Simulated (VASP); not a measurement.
# Al2BC2 (P-3m1) in VASP: single point with r2SCAN

Aim: the single point of Al2BC2 with r2SCAN.

Program: VASP 6.6.1. These are calculated values, not measurements. Logs are shortened: lines on timing, memory, paths and dates and some standing lists are left out, and cuts for length are marked.

## 1. The cell of the first run

It takes space group P-3m1 (No. 164, trigonal). Conventional cell: a = 3.159 Å, b = 3.159 Å, c = 5.442 Å, α = 90.00°, β = 90.00°, γ = 120.00°. Al (site symmetry 3m) has 4 C at 1.92 to 1.94 Å and 3 Al at 2.26 Å within 2.5 Å. Within 2.5 Å of C (site symmetry 3m) lie 4 Al at 1.92 to 1.94 Å and 3 B at 2.33 Å. Within 3.2 Å of B (site symmetry -3m) lie 6 C at 2.33 Å and 6 Al at 2.75 Å and 6 B at 3.16 Å.

## 2. Single point, r2SCAN

The input, POSCAR:

```
Al2BC2
1.0
    3.1591400000      0.0000000000      0.0000000000
   -1.5795700000      2.7358970000      0.0000000000
    0.0000000000      0.0000000000      5.4417280000
Al C B
2 2 1
Direct
    0.3333300000      0.6666700000      0.3773000000
    0.6666700000      0.3333300000      0.6227000000
    0.3333300000      0.6666700000      0.7346000000
    0.6666700000      0.3333300000      0.2654000000
    0.0000000000      0.0000000000      0.0000000000
```

The input, INCAR.step1:

```
SYSTEM = Al2BC2
  PREC = Accurate
  ENCUT = 520
  ISMEAR = -1
  SIGMA = 0.1
  LREAL = .False.
  LASPH = .True.
  NELM = 100
  NBANDS = 16
  GGA = PE
  ALGO = Normal
  EDIFF = 1E-4
  LWAVE = .True.
  LCHARG = .False.
```

The input, INCAR.step2:

```
SYSTEM = Al2BC2
  PREC = Accurate
  ENCUT = 520
  EDIFF = 1E-7
  ISMEAR = -1
  SIGMA = 0.1
  LREAL = .False.
  LASPH = .True.
  NELM = 100
  ALGO = Normal
  ISIF = 2
  LWAVE = .False.
  LCHARG = .True.
  METAGGA = R2SCAN
  LMIXTAU = .True.
  LELF = .True.
  LVHAR = .True.
  NBANDS = 16
  ISTART = 1
```

The input, KPOINTS:

```
Automatic mesh
0
Gamma
  12 12 6
  0 0 0
```

Potentials or basis: VASP PAW PBE potentials, release 64 (Al, C, B).

The run is started by

```console
> cat potpaw_PBE.64/Al/POTCAR potpaw_PBE.64/C/POTCAR potpaw_PBE.64/B/POTCAR > POTCAR
> cp INCAR.step1 INCAR
> mpirun -np 1 vasp_std > vasp.out
> cp INCAR.step2 INCAR
> mpirun -np 1 vasp_std > vasp.out
```

OUTCAR:

```text
SYSTEM = Al2BC2
   PREC = Accurate
   ENCUT = 520
   EDIFF = 1E-7
   ISMEAR = -1
   LREAL = .False.
   LASPH = .True.
   NELM = 100
   ISIF = 2
   METAGGA = R2SCAN
   ISTART = 1

 ion  position               nearest neighbor table
   1  0.333  0.667  0.377-   4 1.92   4 1.92   4 1.92   3 1.94   2 2.26   2 2.26   2 2.26   5 2.75
                             5 2.75   5 2.75
   2  0.667  0.333  0.623-   3 1.92   3 1.92   3 1.92   4 1.94   1 2.26   1 2.26   1 2.26   5 2.75
                             5 2.75   5 2.75
   3  0.333  0.667  0.735-   2 1.92   2 1.92   2 1.92   1 1.94
   4  0.667  0.333  0.265-   1 1.92   1 1.92   1 1.92   2 1.94
   5  0.000  0.000  0.000-   1 2.75   2 2.75   2 2.75   1 2.75   2 2.75   1 2.75

  LATTYP: Found a hexagonal cell.
 ALAT       =     3.1591400000
 C/A-ratio  =     1.7225346139

  Lattice vectors:

 A1 = (   3.1591400000,   0.0000000000,   0.0000000000)
 A2 = (  -1.5795700000,   2.7358970000,   0.0000000000)
 A3 = (   0.0000000000,   0.0000000000,   5.4417280000)

Analysis of symmetry for initial positions (statically):
=====================================================================
 Subroutine PRICEL returns:
 Original cell was already a primitive cell.

 Routine SETGRP: Setting up the symmetry group for a
 hexagonal supercell.

 Subroutine GETGRP returns: Found  4 space group operations
 (whereof  4 operations were pure point group operations)
 out of a pool of 24 trial point group operations.

The static configuration has the point symmetry C_2h.

Analysis of symmetry for dynamics (positions and initial velocities):
=====================================================================
 Subroutine PRICEL returns:
 Original cell was already a primitive cell.

 Routine SETGRP: Setting up the symmetry group for a
 hexagonal supercell.

 Subroutine GETGRP returns: Found  4 space group operations
 (whereof  4 operations were pure point group operations)
 out of a pool of 24 trial point group operations.

The dynamic configuration has the point symmetry C_2h.

 Subroutine INISYM returns: Found  4 space group operations
 (whereof  4 operations are pure point group operations),
 and found     1 'primitive' translations

----------------------------------------------------------------------------------------

                                     Primitive cell

  volume of cell :      47.0333

  direct lattice vectors                    reciprocal lattice vectors
     3.159140000  0.000000000  0.000000000     0.316541844  0.182755418  0.000000000
    -1.579570000  2.735897000  0.000000000     0.000000000  0.365510836  0.000000000
     0.000000000  0.000000000  5.441728000     0.000000000  0.000000000  0.183765157

  length of vectors
     3.159140000  3.159141304  5.441728000     0.365510987  0.365510836  0.183765157

  position of ions in fractional coordinates (direct lattice)
     0.333330000  0.666670000  0.377300000
     0.666670000  0.333330000  0.622700000
     0.333330000  0.666670000  0.734600000
     0.666670000  0.333330000  0.265400000
     0.000000000  0.000000000  0.000000000

  ion indices of the primitive-cell ions
   primitive index   ion index
                 1           1
                 2           2
                 3           3
                 4           4
                 5           5

----------------------------------------------------------------------------------------

 KPOINTS: Automatic mesh

Automatic generation of k-mesh.
 Grid dimensions read from file:
 generate k-points for:   12   12    6

 Generating k-lattice:

  Cartesian coordinates                     Fractional coordinates (reciprocal lattice)
     0.026378487  0.015229618  0.000000000     0.083333333  0.000000000  0.000000000
     0.000000000  0.030459236  0.000000000     0.000000000  0.083333333  0.000000000
     0.000000000  0.000000000  0.030627526     0.000000000  0.000000000  0.166666667

  Length of vectors
     0.030459249  0.030459236  0.030627526

  Shift w.r.t. Gamma in fractional coordinates (k-lattice)
     0.000000000  0.000000000  0.000000000

 Subroutine IBZKPT returns following result:
 ===========================================

 Found    242 irreducible k-points:

 Following reciprocal coordinates:
            Coordinates               Weight
  0.000000  0.000000  0.000000      1.000000
  0.083333 -0.000000  0.000000      4.000000
 -0.083333  0.083333  0.000000      2.000000
  0.166667  0.000000  0.000000      4.000000
 -0.166667  0.166667  0.000000      2.000000
  0.250000  0.000000  0.000000      4.000000
[... 16 lines left out ...]
 -0.083333  0.416667  0.000000      4.000000
 -0.416667  0.333333  0.000000      4.000000
 [... further k-points ...]
   k-points           NKPTS =    242   k-points in BZ     NKDIM =    242   number of bands    NBANDS=     16
   number of dos      NEDOS =    301   number of ions     NIONS =      5
   total plane-waves  NPLWV =  23040
   dimension x,y,z NGX =    24 NGY =   24 NGZ =   40
   dimension x,y,z NGXF=    48 NGYF=   48 NGZF=   80
   ions per type =               2   2   1
   NGX,Y,Z   is equivalent  to a cutoff of  12.63, 12.63, 12.22 a.u.
   NGXF,Y,Z  is equivalent  to a cutoff of  25.26, 25.26, 24.44 a.u.
 SYSTEM =  Al2BC2
   PREC   = accura    normal or accurate (medium, high low for compatibility)
   ISTART =      1    job   : 0-new  1-cont  2-samecut
   ICHARG =      0    charge: 1-file 2-atom 10-const
   ISPIN  =      1    spin polarized calculation?
   LNONCOLLINEAR =      F non collinear calculations
   LSORBIT =      F    spin-orbit coupling
   LASPH  =      T    aspherical Exc in radial PAW
   ENCUT  =  520.0 eV  38.22 Ry    6.18 a.u.   5.87  5.87 10.12*2*pi/ulx,y,z
   NELM   =    100;   NELMIN=  2; NELMDL=  0     # of ELM steps
   EDIFF  = 0.1E-06   stopping-criterion for ELM
   LREAL  =      F    real-space projection
   EDIFFG = 0.1E-05   stopping-criterion for IOM
   NSW    =      0    number of steps for IOM
   IBRION =     -1    ionic relax: 0-MD 1-quasi-New 2-CG
   NFREE  =      0    steps in history (QN), initial steepest desc. (CG)
   ISIF   =      2    stress and relaxation
   ISYM   =      2    0-nonsym 1-usesym 2-fastsym
   POTIM  = 0.5000    time-step for ionic-motion
   TEBEG  =    0.0;   TEEND  =   0.0 temperature during run
   PSTRESS=    0.0 pullay stress
   NELECT =      17.0000    total number of electrons
   NUPDOWN=      -1.0000    fix difference up-down
   EMIN   =  10.00;   EMAX   =-10.00  energy-range for DOS
   EFERMI =   0.00;   METHOD = LEGACY
   ISMEAR =    -1;   SIGMA  =   0.10  broadening in eV -4-tet -1-fermi 0-gaus
   EFERMI_NEDOS =   21; number of points for ismear=-14 and -15
   IALGO  =     38    algorithm
   IMIX   =      4    mixing-type and parameters
     AMIX     =   0.40;   BMIX     =  1.00
     AMIX_MAG =   1.60;   BMIX_MAG =  1.00
  volume/ion in A,a.u.               =       9.41        63.48
  Fermi-wavevector in a.u.,A,eV,Ry     =   1.166154  2.203712 18.502776  1.359916
  Thomas-Fermi vector in A             =   2.302671
   LORBIT       =      0    0 simple, 1 ext, 2 COOP (PROOUT), +10 PAW based schemes
   METAGGA = R2SCAN    functional components
   LHFCALC =     F    Hartree Fock is set to
   AEXX    =    0.0000 exact exchange contribution
   IVDW    =     0    specifies the selected vdW correction
   LEPSILON=     F    determine dielectric tensor
   LRPA    =     F    only Hartree local field effects (RPA)
 non-spin polarized calculation
  energy-cutoff  :      520.00
  volume of cell :       47.03
 maximum number of plane-waves:      1284
   NGX = 11   NGY = 11   NGZ = 21

 number of electron      17.0000001 magnetization

 Free energy of the ion-electron system (eV)
  ---------------------------------------------------
  ext. energy  EPLUGINS =         0.00000000
  ---------------------------------------------------
  free energy    TOTEN  =       -33.87739174 eV

  energy without entropy =      -33.84462998  energy(sigma->0) =      -33.86101086

 E-fermi :   8.7689     XC(G=0): -12.1290

 val. band max:        8.7518859640   @ k =   0.5000   0.0000   0.1667
 cond. band min:       8.7790662289   @ k =  -0.1667   0.3333   0.0000
 fundamental gap:      0.0271802649
 Fermi energy:         8.7689277151

 k-point     1 :       0.0000    0.0000    0.0000
  band No.  band energies     occupation
      1      -8.0050      2.00000
      2      -4.6080      2.00000
      3      -1.2900      2.00000
      4       6.2134      2.00000
      5       6.5392      2.00000
      6       6.5394      2.00000
[... 8 lines left out ...]
     15      16.9057      0.00000
     16      17.8532      0.00000

 k-point     2 :       0.0833   -0.0000    0.0000
  band No.  band energies     occupation
      1      -7.8882      2.00000
      2      -4.5204      2.00000
      3      -1.1729      2.00000
      4       5.4185      2.00000
      5       6.2514      2.00000
      6       6.5543      2.00000
[... 8 lines left out ...]
     15      17.2580      0.00000
     16      17.3878      0.00000

 k-point     3 :      -0.0833    0.0833    0.0000
  band No.  band energies     occupation
      1      -7.8882      2.00000
      2      -4.5204      2.00000
      3      -1.1729      2.00000
      4       5.4185      2.00000
      5       6.2513      2.00000
      6       6.5542      2.00000
[... 8 lines left out ...]
     15      17.2581      0.00000
     16      17.3878      0.00000
[... 362 lines left out ...]
 k-point    23 :      -0.0833    0.4167    0.0000
  band No.  band energies     occupation
      1      -5.7473      2.00000
      2      -3.4888      2.00000
      3       0.4465      2.00000
      4       1.5586      2.00000
      5       2.6393      2.00000
      6       4.3171      2.00000
[... 8 lines left out ...]
     15      17.9420      0.00000
     16      18.4282      0.00000

 k-point    24 :      -0.4167    0.3333    0.0000
  band No.  band energies     occupation
      1      -5.7473      2.00000
      2      -3.4888      2.00000
      3       0.4465      2.00000
      4       1.5586      2.00000
      5       2.6393      2.00000
      6       4.3171      2.00000
[... 8 lines left out ...]
     15      17.9419      0.00000
     16      18.4283      0.00000

 [... further k-points ...]

------------------------ aborting loop because EDIFF is reached ----------------------------------------

  FORCE on cell =-STRESS in cart. coord.  units (eV):
  Direction    XX          YY          ZZ          XY          YZ          ZX
  --------------------------------------------------------------------------------------
  -------------------------------------------------------------------------------------
  Total       10.1948122     10.1963231      3.4823027      0.0012988     -0.0002248      0.0003894
  in kB      347.2836722    347.3351427    118.6237515      0.0442437     -0.0076585      0.0132649
  external PRESSURE =     271.0808555 kB  Pullay stress =       0.0000000 kB

 VOLUME and BASIS-vectors are now :
 -----------------------------------------------------------------------------
  energy-cutoff  :      520.00
  volume of cell :       47.03
      direct lattice vectors                 reciprocal lattice vectors
     3.159140000  0.000000000  0.000000000     0.316541844  0.182755418  0.000000000
    -1.579570000  2.735897000  0.000000000     0.000000000  0.365510836  0.000000000
     0.000000000  0.000000000  5.441728000     0.000000000  0.000000000  0.183765157

 POSITION                                       TOTAL-FORCE (eV/Angst)
 -----------------------------------------------------------------------------------
     -0.00002      1.82394      2.05316         0.000734     -0.000423     -5.895686
      1.57959      0.91196      3.38856        -0.000734      0.000423      5.895686
     -0.00002      1.82394      3.99749         0.000419     -0.000242      1.399954
      1.57959      0.91196      1.44423        -0.000419      0.000242     -1.399954
      0.00000      0.00000      0.00000        -0.000000     -0.000000      0.000000
 -----------------------------------------------------------------------------------
    total drift:                                0.000000      0.000000      0.000000

  FREE ENERGIE OF THE ION-ELECTRON SYSTEM (eV)
  ---------------------------------------------------
  free  energy   TOTEN  =       -33.8773917428 eV

  energy  without entropy=      -33.8446299768  energy(sigma->0) =      -33.86101086
```

Wall time 6.4 min (1 thread of Intel Xeon Platinum 8259CL at 2.50GHz (Skylake/Cascade Lake), shared host); peak memory 0.3 GiB.

Results:

```yaml
Free_energy: -33.8774 eV
Pressure: 27.1 GPa
Largest_force: 5.896 eV/Å
Band_gap_on_the_k_mesh: zero (an odd number of electrons rules out a gap without spin polarisation)
```

Forces on the atoms (eV/Å):
```
Al   0.001  0.000 -5.896
Al  -0.001  0.000  5.896
C    0.000  0.000  1.400
C    0.000  0.000 -1.400
B    0.000  0.000  0.000
```

Stress tensor (GPa, compression positive):
```
34.73  0.00  0.00
 0.00 34.73  0.00
 0.00  0.00 11.86
```

Caveat: the cell stands under pressure; the PAW data sets were made with another functional, which shifts forces and pressure a little.
